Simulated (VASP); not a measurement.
Wanted: the native input for a VASP 6.6.1 run.

```yaml
Task: single point
Functional: RPBE
Dispersion: D3(BJ)
Potentials_or_basis: VASP PAW PBE potentials, release 64 (Zn, O)
Cutoff: 520 eV
k_mesh: 9 × 9 × 5
Occupations: fermi-dirac, width 0.05 eV
Spin: no spin polarisation
Dipole_correction: no
Further_INCAR_settings: ALGO = Normal; EDIFF = 1e-06; NBANDS = 26
```

The structure of ZnO (zincite) lies in POSCAR:

```
ZnO
1.0
    3.2079207526      0.0000000000      0.0000000000
   -1.6039603763      2.7781408651      0.0000000000
    0.0000000000      0.0000000000      5.1262677651
Zn O
2 2
Direct
    0.6666666667      0.3333333333     -0.0016511463
    0.3333333333      0.6666666667      0.4983488537
    0.3333333333      0.6666666667      0.8806611463
    0.6666666667      0.3333333333      0.3806611463
```

The input as run:

INCAR

```
SYSTEM = ZnO
ALGO     = Normal         ! electronic algorithm
EDIFF    = 1E-6           ! SCF threshold, eV
ENCUT    = 520            ! plane-wave cutoff, eV
GGA      = RP             ! functional
ISIF     = 2              ! what is computed and relaxed
ISMEAR   = -1             ! smearing method
IVDW     = 12             ! dispersion correction
LASPH    = .TRUE.         ! aspherical terms in the spheres
LCHARG   = .FALSE.        ! write CHGCAR
LREAL    = .FALSE.        ! projectors in reciprocal space
LWAVE    = .FALSE.        ! write WAVECAR
NBANDS   = 26             ! bands
NELM     = 60             ! most SCF steps
PREC     = Accurate       ! precision mode
SIGMA    = 0.05           ! smearing width, eV
```

KPOINTS

```
k-points
0
G
  9 9 5
  0 0 0
```

Potentials or basis: VASP PAW PBE potentials, release 64 (Zn, O).

Run with:

```sh
$ cat potpaw_PBE.64/Zn/POTCAR potpaw_PBE.64/O/POTCAR > POTCAR
$ mpirun -np 1 vasp_std > vasp.out
```

Results of the run:

- Pressure: 1.4 GPa
- Band gap on the k mesh: 0.94 eV, direct
- Dispersion energy per atom: -0.885 eV

Caveat: the PAW data sets were made with another functional, which shifts forces and pressure a little.

Run time: 31 s on 1 thread of Intel(R) Xeon(R) Platinum 8259CL CPU @ 2.50GHz (Skylake/Cascade Lake), on a shared host, peak memory 0.19 GiB.
